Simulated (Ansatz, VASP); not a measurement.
# TiRh3 in VASP and in Ansatz

```
Ti Rh
1.0
     3.83470    0.00000    0.00000
     0.00000    3.83470    0.00000
     0.00000    0.00000    3.83470
Ti Rh
1 3
Direct
  0.00000 0.00000 0.00000
  0.00000 0.50000 0.50000
  0.50000 0.00000 0.50000
  0.50000 0.50000 0.00000
```

Change from the starting cell: volume scaled by 1.01, crystal datasets.

Alike in both runs: task electric field gradients; functional LDA; k mesh 10 × 10 × 10; occupations fermi-dirac, width 0.03 eV; no spin polarisation.

|  | VASP | Ansatz |
| --- | --- | --- |
| version | VASP 6.6.1 | Ansatz 0.2.0 |
| potentials or method | VASP PAW LDA potentials, release 64 (Ti_sv, Rh_pv), cutoff 520 eV | all-electron PAW with datasets made for the crystal, scalar-relativistic |

VASP gave:

```
pressure (GPa)                                       : -11.8
size of Vzz on the site where it differs most (V/Å²) : 31.6
```

**Question.** Estimate Ansatz's values.

**Answer.** Pressure (GPa): -12.5; size of Vzz on the site where it differs most (V/Å²): 27.6.

LDA's correlation is that of Perdew and Zunger in VASP and of Perdew and Wang (1992) in Ansatz. Ansatz ran all-electron here, and VASP with PAW potentials.
